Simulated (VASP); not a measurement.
# ZnCu2SnSe4: single point with PBE

The system is ZnCu2SnSe4.

```
CELL_PARAMETERS angstrom
-2.91073 2.91073 5.81808
2.91073 -2.91073 5.81808
2.91073 2.91073 -5.81808
ATOMIC_POSITIONS crystal
Cu 0.00000 0.00000 0.00000
Cu 0.75000 0.25000 0.50000
Zn 0.25000 0.75000 0.50000
Sn 0.50000 0.50000 0.00000
Se 0.10091 0.62942 0.99070
Se 0.37058 0.36129 0.47150
Se 0.63871 0.11021 0.00930
Se 0.88979 0.89909 0.52850
```

```yaml
Program: VASP 6.6.1
Task: single point
Functional: PBE
Potentials_or_basis: VASP PAW PBE potentials, release 64 (Cu, Zn, Sn_d, Se)
Cutoff: 520 eV
k_mesh: 6 × 6 × 6
Occupations: fermi-dirac, width 0.02 eV
Spin: no spin polarisation
Dipole_correction: no
Further_INCAR_settings: ALGO = Normal; EDIFF = 1e-06; NBANDS = 46
```

The pressure is -1.4 GPa. The largest force is 0.056 eV/Å. The band gap on the k mesh is 0.03 eV.

Forces on the atoms (eV/Å):
```
Cu   0.000  0.000  0.000
Cu   0.000  0.000  0.000
Zn   0.000  0.000  0.000
Sn   0.000  0.000  0.000
Se  -0.031  0.039  0.025
Se   0.039  0.031 -0.025
Se   0.031 -0.039  0.025
Se  -0.039 -0.031 -0.025
```

Levels at points of the mesh, in eV from the valence-band top:
```csv
k point,band 34,band 35,band 36,band 37,band 38,band 39
"(0.00, 0.00, 0.00)",-0.35,0.00,0.00,0.03,1.82,2.21
"(0.50, 0.00, 0.00)",-1.06,-0.96,-0.49,1.16,2.73,2.84
"(0.50, 0.50, 0.00)",-0.68,-0.48,-0.33,0.10,1.74,2.57
"(0.50, 0.50, 0.50)",-1.02,-0.79,-0.79,0.80,1.87,1.87
```

Wall time 6.6 min on 1 thread of Intel(R) Xeon(R) 6975P-C (Granite Rapids), with other jobs on the host, peak memory 0.63 GiB.

Caveat: semilocal functionals underestimate gaps, and a narrow one can read as zero; spin-orbit coupling is left out, which moves the levels of the heavy elements. A k mesh can miss the band edges.
